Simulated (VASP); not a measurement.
# TiPt3 (Pm-3m) in VASP: notebook, part 2 of 2

VASP 6.6.1. Earlier steps stand in the parts before.

**4. Single point, PBE**

This run uses another cell than the first one, of 14.50 Å³/atom.

INCAR

```
SYSTEM = TiPt3
PREC = Accurate
ENCUT = 520
EDIFF = 1E-7
ISMEAR = -1
SIGMA = 0.05
LREAL = .False.
LASPH = .True.
NELM = 100
ALGO = Normal
ISIF = 2
LWAVE = .False.
LCHARG = .False.
GGA = PE
NBANDS = 29
```

KPOINTS

```
Automatic mesh
0
Gamma
  7 7 7
  0 0 0
```

POSCAR

```
TiPt3
1.0
    3.8708448495      0.0000000000      0.0000000000
    0.0000000000      3.8708448495      0.0000000000
    0.0000000000      0.0000000000      3.8708448495
Pt Ti
3 1
Direct
    0.5000000000      0.5000000000      0.0000000000
    0.5000000000      0.0000000000      0.5000000000
    0.0000000000      0.5000000000      0.5000000000
    0.0000000000      0.0000000000      0.0000000000
```

Potentials or basis: VASP PAW PBE potentials, release 64 (Pt, Ti_sv).

Command:

```
cat potpaw_PBE.64/Pt/POTCAR potpaw_PBE.64/Ti_sv/POTCAR > POTCAR
mpirun -np 1 vasp_std > vasp.out
```

OUTCAR:

```text
SYSTEM = TiPt3
   PREC = Accurate
   ENCUT = 520
   EDIFF = 1E-7
   ISMEAR = -1
   LREAL = .False.
   LASPH = .True.
   NELM = 100
   ISIF = 2
   GGA = PE

 ion  position               nearest neighbor table
   1  0.500  0.500  0.000-   2 2.74   3 2.74   4 2.74   2 2.74   3 2.74   2 2.74   4 2.74   2 2.74
                             3 2.74   4 2.74   3 2.74   4 2.74
   2  0.500  0.000  0.500-   1 2.74   3 2.74   4 2.74   1 2.74   4 2.74   1 2.74   3 2.74   1 2.74
                             3 2.74   4 2.74   4 2.74   3 2.74
[... 837 lines left out ...]
  Direction    XX          YY          ZZ          XY          YZ          ZX
  --------------------------------------------------------------------------------------
  -------------------------------------------------------------------------------------
  Total        5.7039475      5.7039475      5.7039475      0.0000000      0.0000000     -0.0000000
  in kB      157.5682846    157.5682846    157.5682846      0.0000000      0.0000000     -0.0000000
  external PRESSURE =     157.5682846 kB  Pullay stress =       0.0000000 kB

 VOLUME and BASIS-vectors are now :
 -----------------------------------------------------------------------------
  energy-cutoff  :      520.00
  volume of cell :       58.00
      direct lattice vectors                 reciprocal lattice vectors
     3.870844850  0.000000000  0.000000000     0.258341535  0.000000000  0.000000000
     0.000000000  3.870844850  0.000000000     0.000000000  0.258341535  0.000000000
     0.000000000  0.000000000  3.870844850     0.000000000  0.000000000  0.258341535

 POSITION                                       TOTAL-FORCE (eV/Angst)
 -----------------------------------------------------------------------------------
      1.93542      1.93542      0.00000         0.000000      0.000000      0.000000
      1.93542      0.00000      1.93542         0.000000      0.000000      0.000000
      0.00000      1.93542      1.93542         0.000000      0.000000      0.000000
      0.00000      0.00000      0.00000         0.000000      0.000000      0.000000
 -----------------------------------------------------------------------------------
    total drift:                                0.000000      0.000000     -0.000000

  FREE ENERGIE OF THE ION-ELECTRON SYSTEM (eV)
  ---------------------------------------------------
  free  energy   TOTEN  =       -29.3908232671 eV

  energy  without entropy=      -29.3775852917  energy(sigma->0) =      -29.38420428
```

OSZICAR:

```text
N       E                     dE             d eps       ncg     rms          rms(c)
DAV:   1     0.377897594517E+03    0.37790E+03   -0.20926E+04  1160   0.158E+03
DAV:   2    -0.544128821188E+01   -0.38334E+03   -0.36410E+03  1230   0.406E+02
DAV:   3    -0.314759261159E+02   -0.26035E+02   -0.24863E+02  1441   0.101E+02
DAV:   4    -0.323471717188E+02   -0.87125E+00   -0.86718E+00  1474   0.172E+01
DAV:   5    -0.323725965558E+02   -0.25425E-01   -0.25422E-01  1433   0.283E+00    0.237E+01
DAV:   6    -0.306408936605E+02    0.17317E+01   -0.99520E+00  1253   0.280E+01    0.139E+01
DAV:   7    -0.303615276927E+02    0.27937E+00   -0.19001E+01  1448   0.281E+01    0.112E+01
DAV:   8    -0.294969332726E+02    0.86459E+00   -0.97552E-01  1256   0.965E+00    0.436E+00
DAV:   9    -0.294731302375E+02    0.23803E-01   -0.12448E+00  1633   0.649E+00    0.289E+00
DAV:  10    -0.293913628062E+02    0.81767E-01   -0.28690E-01  1357   0.393E+00    0.458E-01
DAV:  11    -0.293957589825E+02   -0.43962E-02   -0.66866E-03  1335   0.679E-01    0.706E-01
DAV:  12    -0.293908114891E+02    0.49475E-02   -0.15793E-02  1486   0.852E-01    0.317E-02
DAV:  13    -0.293908238058E+02   -0.12317E-04   -0.25124E-04  1274   0.109E-01    0.131E-02
DAV:  14    -0.293908286426E+02   -0.48368E-05   -0.20687E-05  1621   0.347E-02    0.255E-02
DAV:  15    -0.293908233014E+02    0.53411E-05   -0.14400E-05  1276   0.311E-02    0.424E-03
DAV:  16    -0.293908232577E+02    0.43703E-07   -0.10954E-06  1485   0.734E-03    0.652E-04
DAV:  17    -0.293908232671E+02   -0.93551E-08   -0.31459E-08   630   0.121E-03
   1 F= -.29390823E+02 E0= -.29384204E+02  d E =-.132380E-01
```

Wall time 44 s (1 thread of Intel Xeon Platinum 8259CL at 2.50GHz (Skylake/Cascade Lake), shared host); peak memory 0.18 GiB.

What came out:

```
Free energy            : -29.3908 eV
Pressure               : 15.8 GPa
Band gap on the k mesh : zero (bands 21 and 22 overlap by 1.57 eV)
```

Caveat: the cell stands under pressure; spin-orbit coupling is left out, which moves the levels of the heavy elements.

**5. Single point, LDA**

This run uses another cell than the first one, of 14.80 Å³/atom.

INCAR

```
SYSTEM = TiPt3
PREC = Accurate
ENCUT = 520
EDIFF = 1E-6
ISMEAR = -1
SIGMA = 0.05
LREAL = .FALSE.
LASPH = .TRUE.
NELM = 80
ALGO = Normal
ISIF = 2
LWAVE = .FALSE.
LCHARG = .FALSE.
GGA = CA
NBANDS = 29
```

KPOINTS

```
Automatic mesh
0
G
  7 7 7
  0 0 0
```

POSCAR

```
TiPt3
1.0
    3.8970000000      0.0000000000      0.0000000000
    0.0000000000      3.8970000000      0.0000000000
    0.0000000000      0.0000000000      3.8970000000
Pt Ti
3 1
Direct
    0.5000000000      0.5000000000      0.0000000000
    0.5000000000      0.0000000000      0.5000000000
    0.0000000000      0.5000000000      0.5000000000
    0.0000000000      0.0000000000      0.0000000000
```

Potentials or basis: VASP PAW LDA potentials, release 64 (Pt, Ti_sv).

Command:

```
cat potpaw_LDA.64/Pt/POTCAR potpaw_LDA.64/Ti_sv/POTCAR > POTCAR
mpirun -np 1 vasp_std > vasp.out
```

OUTCAR:

```text
SYSTEM = TiPt3
   PREC = Accurate
   ENCUT = 520
   EDIFF = 1E-6
   ISMEAR = -1
   LREAL = .FALSE.
   LASPH = .TRUE.
   NELM = 80
   ISIF = 2
   GGA = CA

 ion  position               nearest neighbor table
   1  0.500  0.500  0.000-   2 2.76   3 2.76   4 2.76   2 2.76   3 2.76   2 2.76   4 2.76   2 2.76
                             3 2.76   4 2.76   3 2.76   4 2.76
   2  0.500  0.000  0.500-   1 2.76   3 2.76   4 2.76   1 2.76   4 2.76   1 2.76   3 2.76   1 2.76
                             3 2.76   4 2.76   4 2.76   3 2.76
   3  0.000  0.500  0.500-   1 2.76   2 2.76   4 2.76   1 2.76   4 2.76   2 2.76   4 2.76   4 2.76
                             1 2.76   2 2.76   1 2.76   2 2.76
   4  0.000  0.000  0.000-   1 2.76   2 2.76   3 2.76   2 2.76   3 2.76   1 2.76   3 2.76   3 2.76
                             1 2.76   2 2.76   2 2.76   1 2.76

  LATTYP: Found a simple cubic cell.
 ALAT       =     3.8970000000

  Lattice vectors:

 A1 = (   3.8970000000,   0.0000000000,   0.0000000000)
 A2 = (   0.0000000000,   3.8970000000,   0.0000000000)
 A3 = (   0.0000000000,   0.0000000000,   3.8970000000)

Analysis of symmetry for initial positions (statically):
=====================================================================
 Subroutine PRICEL returns:
 Original cell was already a primitive cell.

 Routine SETGRP: Setting up the symmetry group for a
 simple cubic supercell.

 Subroutine GETGRP returns: Found 48 space group operations
 (whereof 48 operations were pure point group operations)
 out of a pool of 48 trial point group operations.

The static configuration has the point symmetry O_h .

Analysis of symmetry for dynamics (positions and initial velocities):
=====================================================================
 Subroutine PRICEL returns:
 Original cell was already a primitive cell.

[... 121 lines left out ...]
   ISMEAR =    -1;   SIGMA  =   0.05  broadening in eV -4-tet -1-fermi 0-gaus
   EFERMI_NEDOS =   21; number of points for ismear=-14 and -15
   IALGO  =     38    algorithm
   IMIX   =      4    mixing-type and parameters
     AMIX     =   0.40;   BMIX     =  1.00
     AMIX_MAG =   1.60;   BMIX_MAG =  1.00
  volume/ion in A,a.u.               =      14.80        99.85
  Fermi-wavevector in a.u.,A,eV,Ry     =   1.460251  2.759474 29.012153  2.132333
  Thomas-Fermi vector in A             =   2.576723
   LORBIT       =      0    0 simple, 1 ext, 2 COOP (PROOUT), +10 PAW based schemes
   GGA     = CA    functional components
   LHFCALC =     F    Hartree Fock is set to
   AEXX    =    0.0000 exact exchange contribution
   IVDW    =     0    specifies the selected vdW correction
   LEPSILON=     F    determine dielectric tensor
   LRPA    =     F    only Hartree local field effects (RPA)
 non-spin polarized calculation
  energy-cutoff  :      520.00
  volume of cell :       59.18
 maximum number of plane-waves:      1604
 NGX is ok and might be reduce to    30
   NGX = 15   NGY = 15   NGZ = 15

 number of electron      41.9999997 magnetization

 Free energy of the ion-electron system (eV)
  ---------------------------------------------------
  ext. energy  EPLUGINS =         0.00000000
  ---------------------------------------------------
  free energy    TOTEN  =       -34.61659516 eV

  energy without entropy =      -34.60323757  energy(sigma->0) =      -34.60991637

 E-fermi :  11.7264     XC(G=0): -13.5053

 val. band max:       11.5896124460   @ k =   0.4286   0.0000   0.0000
 cond. band min:      11.7443564297   @ k =   0.0000   0.0000   0.0000
 fundamental gap:      0.1547439837
 Fermi energy:        11.7264070728

 k-point     1 :       0.0000    0.0000    0.0000
  band No.  band energies     occupation
      1     -45.7397      2.00000
      2     -22.3487      2.00000
      3     -22.3487      2.00000
      4     -22.3487      2.00000
      5       1.4837      2.00000
      6       4.2694      2.00000
[... 629 lines left out ...]
     28      13.4940      0.00000
     29      17.4354      0.00000

------------------------ aborting loop because EDIFF is reached ----------------------------------------

  FORCE on cell =-STRESS in cart. coord.  units (eV):
  Direction    XX          YY          ZZ          XY          YZ          ZX
  --------------------------------------------------------------------------------------
  -------------------------------------------------------------------------------------
  Total       -1.5923931     -1.5923931     -1.5923931      0.0000000      0.0000000     -0.0000000
  in kB      -43.1091701    -43.1091701    -43.1091701      0.0000000      0.0000000     -0.0000000
  external PRESSURE =     -43.1091701 kB  Pullay stress =       0.0000000 kB

 VOLUME and BASIS-vectors are now :
 -----------------------------------------------------------------------------
  energy-cutoff  :      520.00
  volume of cell :       59.18
      direct lattice vectors                 reciprocal lattice vectors
     3.897000000  0.000000000  0.000000000     0.256607647  0.000000000  0.000000000
     0.000000000  3.897000000  0.000000000     0.000000000  0.256607647  0.000000000
     0.000000000  0.000000000  3.897000000     0.000000000  0.000000000  0.256607647

 POSITION                                       TOTAL-FORCE (eV/Angst)
 -----------------------------------------------------------------------------------
      1.94850      1.94850      0.00000         0.000000      0.000000      0.000000
      1.94850      0.00000      1.94850         0.000000      0.000000      0.000000
      0.00000      1.94850      1.94850         0.000000      0.000000      0.000000
      0.00000      0.00000      0.00000         0.000000      0.000000      0.000000
 -----------------------------------------------------------------------------------
    total drift:                                0.000000      0.000000     -0.000000

  FREE ENERGIE OF THE ION-ELECTRON SYSTEM (eV)
  ---------------------------------------------------
  free  energy   TOTEN  =       -34.6165951591 eV

  energy  without entropy=      -34.6032375734  energy(sigma->0) =      -34.60991637
```

stdout:

```text
POSCAR found type information on POSCAR PtTi
 POSCAR found :  2 types and       4 ions
 scaLAPACK will be used
 LDA part: xc-table for (Slater(with rela. corr.)+CA(PZ))
 , standard interpolation
 POSCAR, INCAR and KPOINTS ok, starting setup
 FFT: planning ... GRIDC
 FFT: planning ... GRID_SOFT
 FFT: planning ... GRID
 WAVECAR not read
 entering main loop
```

Wall time 36 s (1 thread of Intel Xeon Platinum 8259CL at 2.50GHz (Skylake/Cascade Lake), shared host); peak memory 0.16 GiB.

What came out:

```
Free energy            : -34.6166 eV
Pressure               : -4.3 GPa
Band gap on the k mesh : zero (bands 21 and 22 overlap by 1.51 eV)
```

Levels at points of the mesh, in eV from the Fermi level:
```csv
k point,band 17,band 18,band 19,band 20,band 21,band 22,band 23,band 24,band 25,band 26
"(0.00, 0.00, 0.00)",-0.54,0.02,0.02,0.02,1.37,1.37,1.59,1.59,1.59,2.03
```

Caveat: the cell stands under tension; spin-orbit coupling is left out, which moves the levels of the heavy elements.

**6. Overview**

```csv
level,potentials or basis,cell,gap on the mesh (eV),pressure (GPa)
PBE,"VASP PAW PBE potentials, release 64 (Pt, Ti_sv)","a = 3.844 Å, 4 atoms",none,22.5
LDA,"VASP PAW LDA potentials, release 64 (Pt, Ti_sv)","a = 3.871 Å, 4 atoms",none,1.2
PBE,"VASP PAW PBE potentials, release 64 (Pt, Ti_sv)","a = 3.871 Å, 4 atoms",none,15.8
LDA,"VASP PAW LDA potentials, release 64 (Pt, Ti_sv)","a = 3.897 Å, 4 atoms",none,-4.3
```

Alike in all rows: task single point; no spin polarisation; k mesh 7 × 7 × 7; cutoff (eV) 520; smearing fermi-dirac 0.05 eV.

Caveats: spin-orbit coupling is left out, which moves the levels of the heavy elements; the cell stands under pressure (at least some runs); the cell stands under tension (at least some runs).

Absolute energies hang on the potentials; compare differences alone.
